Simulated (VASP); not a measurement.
# BaTiO3 (R3m) in VASP: a series of runs, part 2 of 2

VASP 6.6.1.

## Step 4: Single point, revPBE

Input file INCAR:

```
PREC = Accurate
ENCUT = 600
EDIFF = 1E-6
ISMEAR = 0
SIGMA = 0.01
LREAL = False
LASPH = True
NELM = 120
ALGO = Normal
ISIF = 2
LWAVE = False
LCHARG = True
GGA = RE
LELF = True
LVHAR = True
NBANDS = 28
GGA_COMPAT = False
```

Input file KPOINTS:

```
Automatic mesh
0
Gamma
  4 4 4
  0.5 0.5 0.5
```

Input file POSCAR:

```
BaTiO3
1.0
    2.8273665000      1.6323808099      2.3183933333
   -2.8273665000      1.6323808099      2.3183933333
    0.0000000000     -3.2647616197      2.3183933333
Ba Ti O
1 1 3
Direct
    0.0000000000      0.0000000000      0.0000000000
    0.4845003333      0.4845003333      0.4845003333
    0.5086005000      0.5086005000      0.0175000000
    0.0175000000      0.5086005000      0.5086005000
    0.5086005000      0.0175000000      0.5086005000
```

On the command line:

```console
cat potpaw_PBE.64/Ba_sv/POTCAR potpaw_PBE.64/Ti_sv/POTCAR potpaw_PBE.64/O/POTCAR > POTCAR
mpirun -np 1 vasp_std > vasp.out
```

Run time: 31 s. Hardware: 1 thread of AMD EPYC 7R13, shared host; peak memory 0.16 GiB.

Results (log left out):

- Free energy: -38.1875 eV
- Pressure: 9.8 GPa
- Largest force: 0.264 eV/Å
- Band gap on the k mesh: 2.80 eV (least direct gap 3.09 eV)

Forces on the atoms (eV/Å):
```
Ba   0.000  0.000 -0.105
Ti   0.000  0.000  0.264
O    0.000  0.158 -0.053
O   -0.137 -0.079 -0.053
O    0.137 -0.079 -0.053
```

Stress tensor (GPa, compression positive):
```
9.84 0.00 0.00
0.00 9.84 0.00
0.00 0.00 9.62
```

Levels at points of the mesh, in eV from the valence-band top:
| k point | band 18 | band 19 | band 20 | band 21 | band 22 | band 23 |
| --- | --- | --- | --- | --- | --- | --- |
| (0.12, 0.12, 0.12) | -0.75 | -0.44 | -0.44 | 2.98 | 2.98 | 3.01 |

Caveat: the cell stands under pressure; the PAW data sets were made with another functional, which shifts forces and pressure a little; spin-orbit coupling is left out, which moves the levels of the heavy elements; a shifted mesh leaves out Γ, where band edges can lie. A k mesh can miss the band edges.

## Step 5: Single point, LDA

Input file INCAR:

```
PREC     = Accurate       # precision mode
ENCUT    = 600            # plane-wave cutoff, eV
EDIFF    = 1E-6           # SCF threshold, eV
ISMEAR   = 0              # smearing method
SIGMA    = 0.01           # smearing width, eV
LREAL    = F              # projectors in reciprocal space
LASPH    = T              # aspherical terms in the spheres
NELM     = 120            # most SCF steps
ALGO     = Normal         # electronic algorithm
ISIF     = 2              # what is computed and relaxed
LWAVE    = F              # write WAVECAR
LCHARG   = F              # write CHGCAR
GGA      = CA             # functional
NBANDS   = 28             # bands
GGA_COMPAT= F
```

KPOINTS is that of step 4.

POSCAR is that of step 4.

Potentials or basis: VASP PAW LDA potentials, release 64 (Ba_sv, Ti_sv, O).

On the command line:

```console
cat potpaw_LDA.64/Ba_sv/POTCAR potpaw_LDA.64/Ti_sv/POTCAR potpaw_LDA.64/O/POTCAR > POTCAR
mpirun -np 1 vasp_std > vasp.out
```

Run time: 30 s. Hardware: 1 thread of AMD EPYC 7R13, shared host; peak memory 0.14 GiB.

It converged, with:

```
Free energy            : -44.1486 eV
Pressure               : -4.1 GPa
Largest force          : 0.162 eV/Å
Band gap on the k mesh : 2.71 eV (least direct gap 2.99 eV)
```

Forces on the atoms (eV/Å):
```
Ba   0.000  0.000 -0.140
Ti   0.000  0.000  0.162
O    0.000  0.037 -0.007
O   -0.032 -0.019 -0.007
O    0.032 -0.019 -0.007
```

Stress tensor (GPa, compression positive):
```
-4.03  0.00  0.00
 0.00 -4.03  0.00
 0.00  0.00 -4.15
```

Levels at points of the mesh, in eV from the valence-band top:
| k point | band 17 | band 18 | band 19 | band 20 | band 21 | band 22 | band 23 | band 24 |
| --- | --- | --- | --- | --- | --- | --- | --- | --- |
| (0.12, 0.12, 0.12) | -1.14 | -0.77 | -0.43 | -0.43 | 2.89 | 2.89 | 2.92 | 5.26 |

Caveat: the cell stands under tension; spin-orbit coupling is left out, which moves the levels of the heavy elements; a shifted mesh leaves out Γ, where band edges can lie. A k mesh can miss the band edges.

## Step 6: Single point, r2SCAN

POSCAR is that of step 5.

Input file INCAR.step1:

```
PREC = Accurate ; ENCUT = 660
ISMEAR = 0 ; SIGMA = 0.01
LREAL = F ; LASPH = T
NELM = 120 ; NBANDS = 28
GGA = PE ; ALGO = Normal
EDIFF = 1E-5 ; LWAVE = T
LCHARG = F ; GGA_COMPAT = F
```

Input file INCAR.step2:

```
PREC = Accurate ; ENCUT = 660
EDIFF = 1E-6 ; ISMEAR = 0
SIGMA = 0.01 ; LREAL = F
LASPH = T ; NELM = 120
ALGO = Normal ; ISIF = 2
LWAVE = F ; LCHARG = F
METAGGA = R2SCAN ; LMIXTAU = T
NBANDS = 28 ; ISTART = 1
GGA_COMPAT = F
```

KPOINTS is that of step 5.

Potentials or basis: VASP PAW PBE potentials, release 64 (Ba_sv, Ti_sv, O).

On the command line:

```console
cat potpaw_PBE.64/Ba_sv/POTCAR potpaw_PBE.64/Ti_sv/POTCAR potpaw_PBE.64/O/POTCAR > POTCAR
cp INCAR.step1 INCAR
mpirun -np 1 vasp_std > vasp.out
cp INCAR.step2 INCAR
mpirun -np 1 vasp_std > vasp.out
```

Run time: 3 min. Hardware: 1 thread of AMD EPYC 7R13, shared host; peak memory 0.19 GiB.

Results (log left out):

* Free energy: -74.2721 eV
* Pressure: 3.7 GPa
* Largest force: 0.314 eV/Å
* Band gap on the k mesh: 3.17 eV (least direct gap 3.47 eV)

Forces on the atoms (eV/Å):
```
Ba   0.000  0.000 -0.116
Ti   0.000  0.000  0.314
O    0.000  0.112 -0.066
O   -0.097 -0.056 -0.066
O    0.097 -0.056 -0.066
```

Stress tensor (GPa, compression positive):
```
3.77 0.00 0.00
0.00 3.77 0.00
0.00 0.00 3.59
```

Levels at points of the mesh, in eV from the valence-band top:
| k point | band 17 | band 18 | band 19 | band 20 | band 21 | band 22 | band 23 | band 24 |
| --- | --- | --- | --- | --- | --- | --- | --- | --- |
| (0.12, 0.12, 0.12) | -1.12 | -0.77 | -0.45 | -0.45 | 3.35 | 3.35 | 3.39 | 5.58 |

Caveat: the cell stands under pressure; the PAW data sets were made with another functional, which shifts forces and pressure a little; spin-orbit coupling is left out, which moves the levels of the heavy elements; a shifted mesh leaves out Γ, where band edges can lie.

## Step 7: Overview

| level | potentials or basis | cutoff (eV) | gap on the mesh (eV) | pressure (GPa) | largest force (eV/Å) |
| --- | --- | --- | --- | --- | --- |
| RPBE | VASP PAW PBE potentials, release 64 (Ba_sv, Ti_sv, O) | 600 | 2.81 | 10.9 | 0.26 |
| PBEsol | VASP PAW PBE potentials, release 64 (Ba_sv, Ti_sv, O) | 600 | 2.74 | 0.5 | 0.20 |
| revPBE | VASP PAW PBE potentials, release 64 (Ba_sv, Ti_sv, O) | 600 | 2.80 | 9.8 | 0.26 |
| LDA | VASP PAW LDA potentials, release 64 (Ba_sv, Ti_sv, O) | 600 | 2.71 | -4.1 | 0.16 |
| r2SCAN | VASP PAW PBE potentials, release 64 (Ba_sv, Ti_sv, O) | 660 | 3.17 | 3.7 | 0.31 |

Alike in all rows: task single point; no spin polarisation; cell as given; k mesh 4 × 4 × 4, shifted; smearing gaussian 0.01 eV.

Caveats: spin-orbit coupling is left out, which moves the levels of the heavy elements; a shifted mesh leaves out Γ, where band edges can lie; the PAW data sets were made with another functional, which shifts forces and pressure a little (at least some runs); the cell stands under pressure (at least some runs); the cell stands under tension (at least some runs).

Total energies depend on the potentials used, so only differences within one code and one set of settings carry meaning.
